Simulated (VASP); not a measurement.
# W (Pm-3m) in VASP: a series of runs, part 2 of 2

VASP 6.6.1.

**3. Single point, PBE**

This run uses another cell than the first one, of 18.34 Å³/atom, 1.099 times its volume.

Input file INCAR:

```
SYSTEM = W
PREC = Accurate
ENCUT = 520
EDIFF = 1E-7
ISMEAR = 0
SIGMA = 0.1
LREAL = .FALSE.
LASPH = .TRUE.
NELM = 100
ALGO = Normal
ISIF = 2
LWAVE = .FALSE.
LCHARG = .TRUE.
GGA = PE
LELF = .TRUE.
LVHAR = .TRUE.
NBANDS = 13
```

Input file KPOINTS:

```
Automatic mesh
0
G
  16 16 16
  0 0 0
```

Input file POSCAR:

```
W
1.0
    2.6372098930      0.0000000000      0.0000000000
    0.0000000000      2.6372098930      0.0000000000
    0.0000000000      0.0000000000      2.6372098930
W
1
Direct
    0.0000000000      0.0000000000      0.0000000000
```

Potentials or basis: VASP PAW PBE potentials, release 64 (W_sv).

The run is started by

```bash
> cat potpaw_PBE.64/W_sv/POTCAR > POTCAR
> mpirun -np 1 vasp_std > vasp.out
```

OUTCAR:

```text
SYSTEM = W
   PREC = Accurate
   ENCUT = 520
   EDIFF = 1E-7
   ISMEAR = 0
   LREAL = .FALSE.
   LASPH = .TRUE.
   NELM = 100
   ISIF = 2
   GGA = PE

 ion  position               nearest neighbor table
   1  0.000  0.000  0.000-

  LATTYP: Found a simple cubic cell.
 ALAT       =     2.6372098930

  Lattice vectors:

 A1 = (   2.6372098930,   0.0000000000,   0.0000000000)
 A2 = (   0.0000000000,   2.6372098930,   0.0000000000)
 A3 = (   0.0000000000,   0.0000000000,   2.6372098930)

Analysis of symmetry for initial positions (statically):
=====================================================================
 Subroutine PRICEL returns:
 Original cell was already a primitive cell.

 Routine SETGRP: Setting up the symmetry group for a
 simple cubic supercell.

 Subroutine GETGRP returns: Found 48 space group operations
 (whereof 48 operations were pure point group operations)
 out of a pool of 48 trial point group operations.

The static configuration has the point symmetry O_h .

Analysis of symmetry for dynamics (positions and initial velocities):
[... 158 lines left out ...]
 E-fermi :   9.3699     XC(G=0): -12.6836

 val. band max:        9.3687936512   @ k =   0.5000   0.4375   0.1250
 cond. band min:       9.3715008377   @ k =   0.4375   0.3750   0.1250
 fundamental gap:      0.0027071866
 Fermi energy:         9.3699452647

 k-point     1 :       0.0000    0.0000    0.0000
  band No.  band energies     occupation
      1     -64.7561      2.00000
      2     -28.3697      2.00000
      3     -28.3697      2.00000
      4     -28.3697      2.00000
      5       0.7860      2.00000
      6       5.0325      2.00000
      7       5.0325      2.00000
      8      14.0369      0.00000
      9      14.0369      0.00000
     10      14.0369      0.00000
     11      23.9789      0.00000
     12      23.9789      0.00000
     13      23.9789      0.00000
[... 354 lines left out ...]
  band No.  band energies     occupation
      1     -64.6471      2.00000
      2     -29.6062      2.00000
      3     -28.4435      2.00000
      4     -28.2398      2.00000
      5       4.8063      2.00000
      6       6.5331      2.00000
      7       7.2582      2.00000
      8      10.3807      0.00000
      9      11.3614      0.00000
     10      13.7902      0.00000
     11      18.4838      0.00000
     12      24.0362      0.00000
     13      27.4994      0.00000

 [... further k-points ...]
[... 5 lines left out ...]
  --------------------------------------------------------------------------------------
  -------------------------------------------------------------------------------------
  Total        0.0581368      0.0581368      0.0581368      0.0000000      0.0000000     -0.0000000
  in kB        5.0784095      5.0784095      5.0784095      0.0000000      0.0000000     -0.0000000
  external PRESSURE =       5.0784095 kB  Pullay stress =       0.0000000 kB

 VOLUME and BASIS-vectors are now :
 -----------------------------------------------------------------------------
  energy-cutoff  :      520.00
  volume of cell :       18.34
      direct lattice vectors                 reciprocal lattice vectors
     2.637209893  0.000000000  0.000000000     0.379188628  0.000000000  0.000000000
     0.000000000  2.637209893  0.000000000     0.000000000  0.379188628  0.000000000
     0.000000000  0.000000000  2.637209893     0.000000000  0.000000000  0.379188628

 POSITION                                       TOTAL-FORCE (eV/Angst)
 -----------------------------------------------------------------------------------
      0.00000      0.00000      0.00000         0.000000      0.000000      0.000000
 -----------------------------------------------------------------------------------
    total drift:                               -0.000000      0.000000     -0.000000

  FREE ENERGIE OF THE ION-ELECTRON SYSTEM (eV)
  ---------------------------------------------------
  free  energy   TOTEN  =       -11.5207245339 eV

  energy  without entropy=      -11.5158866742  energy(sigma->0) =      -11.51830560
```

OSZICAR:

```text
N       E                     dE             d eps       ncg     rms          rms(c)
DAV:   1     0.890934788037E+02    0.89093E+02   -0.76019E+03  4298   0.120E+03
DAV:   2    -0.101393078656E+02   -0.99233E+02   -0.94541E+02  4860   0.312E+02
DAV:   3    -0.119376559092E+02   -0.17983E+01   -0.17901E+01  4780   0.414E+01
DAV:   4    -0.119467326065E+02   -0.90767E-02   -0.90763E-02  4850   0.328E+00
DAV:   5    -0.119468306596E+02   -0.98053E-04   -0.98053E-04  4815   0.321E-01    0.173E+01
DAV:   6    -0.115980665309E+02    0.34876E+00   -0.34443E-01  4410   0.718E+00    0.715E+00
DAV:   7    -0.115233308398E+02    0.74736E-01   -0.15143E-01  4665   0.458E+00    0.516E-01
DAV:   8    -0.115207399289E+02    0.25909E-02   -0.44972E-03  4505   0.853E-01    0.307E-02
DAV:   9    -0.115207323006E+02    0.76284E-05   -0.75330E-05  5050   0.113E-01    0.401E-02
DAV:  10    -0.115207248434E+02    0.74571E-05   -0.18384E-05  4680   0.550E-02    0.609E-03
DAV:  11    -0.115207245741E+02    0.26929E-06   -0.34867E-07  4505   0.671E-03    0.645E-04
DAV:  12    -0.115207245339E+02    0.40288E-07   -0.47239E-09  2560   0.757E-04
   1 F= -.11520725E+02 E0= -.11518306E+02  d E =-.483786E-02
```

stdout:

```text
POSCAR found type information on POSCAR W
 POSCAR found :  1 types and       1 ions
 scaLAPACK will be used
 LDA part: xc-table for (Slater+PW92), standard interpolation
 POSCAR, INCAR and KPOINTS ok, starting setup
 FFT: planning ... GRIDC
 FFT: planning ... GRID_SOFT
 FFT: planning ... GRID
 WAVECAR not read
 entering main loop
```

Run time: 18 s. Hardware: 1 thread of AMD EPYC 7R13 (Zen 3), shared host; peak memory 0.12 GiB.

What came out:

| Property | Result |
| --- | --- |
| Free energy | -11.5207 eV |
| Pressure | 0.5 GPa |
| Band gap on the k mesh | zero (band 7 reaches 11.23 eV, above the bottom of band 8 at 8.32 eV) |

Levels at points of the mesh, in eV from the Fermi level:
| k point | band 4 | band 5 | band 6 | band 7 | band 8 | band 9 | band 10 | band 11 |
| --- | --- | --- | --- | --- | --- | --- | --- | --- |
| (0.00, 0.00, 0.00) | -37.74 | -8.58 | -4.34 | -4.34 | 4.67 | 4.67 | 4.67 | 14.61 |
| (0.50, 0.00, 0.00) | -37.63 | -5.09 | -3.37 | -0.78 | 0.91 | 0.91 | 5.07 | 9.13 |
| (0.50, 0.50, 0.00) | -37.52 | -5.53 | -2.93 | 1.67 | 1.67 | 4.70 | 4.70 | 7.31 |
| (0.50, 0.50, 0.50) | -38.68 | -3.89 | -3.89 | -3.89 | 7.31 | 7.59 | 7.59 | 11.45 |

Caveat: spin-orbit coupling is left out, which moves the levels of the heavy elements.

**4. Single point, PBE**

This run uses another cell than the first one, of 18.34 Å³/atom, 1.100 times its volume.

Input file INCAR:

```
SYSTEM = W
  PREC = Accurate
  ENCUT = 520
  EDIFF = 1E-7
  ISMEAR = 0
  SIGMA = 0.1
  LREAL = .False.
  LASPH = .True.
  NELM = 80
  ALGO = Fast
  ISIF = 2
  LWAVE = .False.
  LCHARG = .True.
  GGA = PE
  LELF = .True.
  LVHAR = .True.
  NBANDS = 13
```

Input file KPOINTS:

```
Automatic mesh
0
Gamma
  20 20 20
  0 0 0
```

Input file POSCAR:

```
W
1.0
    2.6373676546      0.0000000000      0.0000000000
    0.0000000000      2.6373676546      0.0000000000
    0.0000000000      0.0000000000      2.6373877749
W
1
Direct
    0.0000000000      0.0000000000      0.0000000000
```

The run is started by

```bash
> cat potpaw_PBE.64/W_sv/POTCAR > POTCAR
> mpirun -np 1 vasp_std > vasp.out
```

Wall time 53 s (1 thread of Intel Xeon Platinum 8259CL at 2.50GHz (Skylake/Cascade Lake), shared host); peak memory 0.18 GiB.

The run converged. Its results:

| Item | Value |
| --- | --- |
| Free energy | -11.5170 eV |
| Pressure | 0.6 GPa |
| Band gap on the k mesh | zero (band 7 reaches 11.16 eV, above the bottom of band 8 at 8.29 eV) |

Levels at points of the mesh, in eV from the Fermi level:
| k point | band 5 | band 6 | band 7 | band 8 | band 9 | band 10 |
| --- | --- | --- | --- | --- | --- | --- |
| (0.00, 0.00, 0.00) | -8.59 | -4.34 | -4.34 | 4.66 | 4.66 | 4.66 |
| (0.50, 0.00, 0.00) | -5.10 | -3.37 | -0.78 | 0.90 | 0.90 | 5.06 |
| (0.50, 0.50, 0.00) | -5.53 | -2.93 | 1.67 | 1.67 | 4.69 | 4.69 |
| (0.50, 0.50, 0.50) | -3.89 | -3.89 | -3.89 | 7.31 | 7.58 | 7.58 |

Caveat: spin-orbit coupling is left out, which moves the levels of the heavy elements.

**5. Overview**

```csv
cell,k mesh,gap on the mesh (eV),pressure (GPa)
"a = 2.555 Å, 1 atom",8 × 8 × 8,none,27.8
"a = 2.637 Å, 1 atom",16 × 16 × 16,none,0.5
"a = 2.637 Å, 1 atom",20 × 20 × 20,none,0.6
```

Alike in all rows: task single point; level PBE; potentials or basis VASP PAW PBE potentials, release 64 (W_sv); no spin polarisation; cutoff (eV) 520; smearing gaussian 0.1 eV.

Caveats: spin-orbit coupling is left out, which moves the levels of the heavy elements.

Absolute energies hang on the potentials; compare differences alone.
